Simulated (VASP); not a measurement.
Set up this calculation in VASP 6.6.1, as the native input.

```
Task                   : single point
Functional             : PBEsol
Potentials or basis    : VASP PAW PBE potentials, release 64 (Cd, Te)
Cutoff                 : 520 eV
k mesh                 : 9 × 9 × 6
Occupations            : fermi-dirac, width 0.05 eV
Spin                   : no spin polarisation
Dipole correction      : no
Further INCAR settings : ALGO = Normal; EDIFF = 1e-07; NBANDS = 26
```

The structure of CdTe lies in POSCAR:

```
CdTe
1.0
    3.0238630702     -3.0527848324      0.0000000000
    3.0238630702      3.0527848324      0.0000000000
    0.0000000000      0.0000000000      6.0083358012
Cd Te
2 2
Direct
    0.2770300000      0.7229700000      0.7500000000
    0.7229700000      0.2770300000      0.2500000000
    0.7661370000      0.2338630000      0.7500000000
    0.2338630000      0.7661370000      0.2500000000
```

These files were run (other wordings do the same):

INCAR

```
ALGO     = Normal         # electronic algorithm
EDIFF    = 1E-7           # SCF threshold, eV
ENCUT    = 520            # plane-wave cutoff, eV
GGA      = PS             # functional
ISIF     = 2              # what is computed and relaxed
ISMEAR   = -1             # smearing method
LASPH    = T              # aspherical terms in the spheres
LCHARG   = T              # write CHGCAR
LELF     = T              # ELF
LREAL    = F              # projectors in reciprocal space
LVHAR    = T            
LWAVE    = F              # write WAVECAR
NBANDS   = 26             # bands
NELM     = 80             # most SCF steps
PREC     = Accurate       # precision mode
SIGMA    = 0.05           # smearing width, eV
```

KPOINTS

```
k-points
0
Gamma
  9 9 6
```

Potentials or basis: VASP PAW PBE potentials, release 64 (Cd, Te).

The run is started by

```bash
$ cat potpaw_PBE.64/Cd/POTCAR potpaw_PBE.64/Te/POTCAR > POTCAR
$ mpirun -np 1 vasp_std > vasp.out
```

Results of the run:

```yaml
Pressure: -1.2 GPa
Largest_force: 0.058 eV/Å
Band_gap_on_the_k_mesh: zero (bands 18 and 19 overlap by 1.27 eV)
```

Caveat: the PAW data sets were made with another functional, which shifts forces and pressure a little; spin-orbit coupling is left out, which moves the levels of the heavy elements.

It took 4.7 min on 1 thread of Intel(R) Xeon(R) Platinum 8259CL CPU @ 2.50GHz (Skylake/Cascade Lake) (shared host), peak memory 0.39 GiB.
